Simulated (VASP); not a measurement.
A run of VASP 6.6.1 is set up as follows.

INCAR

```
PREC = Accurate
ENCUT = 600
EDIFF = 1E-6
ISMEAR = 0
SIGMA = 0.1
LREAL = F
LASPH = T
NELM = 80
ALGO = Normal
ISIF = 3
LWAVE = F
LCHARG = F
GGA = PE
IBRION = 2
NSW = 90
EDIFFG = -0.04
```

Contents of KPOINTS:

```
regular mesh
0
Gamma
  6 6 6
```

Contents of POSCAR:

```
GaP2
1.0
    0.0000000000      3.0669116418      3.0669116418
    3.0669116418      0.0000000000      3.0669116418
    3.0669116418      3.0669116418      0.0000000000
Ga P
1 2
Direct
    0.5000000000      0.5000000000      0.5000000000
    0.7500000000      0.7500000000      0.7500000000
    0.0000000000      0.0000000000      0.0000000000
```

Potentials or basis: VASP PAW PBE potentials, release 64 (Ga_d, P).

Command:

```sh
$ cat potpaw_PBE.64/Ga_d/POTCAR potpaw_PBE.64/P/POTCAR > POTCAR
$ mpirun -np 1 vasp_std > vasp.out
```

**Question.** Estimate the relaxed cell.

**Answer.** a = 4.243 Å, b = 4.243 Å, c = 4.243 Å, α = 60.00°, β = 60.00°, γ = 60.00°.

**Question.** Predict the relaxed volume.

**Answer.** 18.00 Å³/atom.

**Question.** Predict the space group after relaxing (to 0.05 Å).

**Answer.** F-43m (No. 216).

Final structure:
```
Ga P
1.0
     0.00000    3.00005    3.00005
     3.00005    0.00000    3.00005
     3.00005    3.00005    0.00000
Ga P
1 2
Cartesian
  3.0001 3.0001 3.0001
  4.5001 4.5001 4.5001
  0.0000 0.0000 0.0000
```
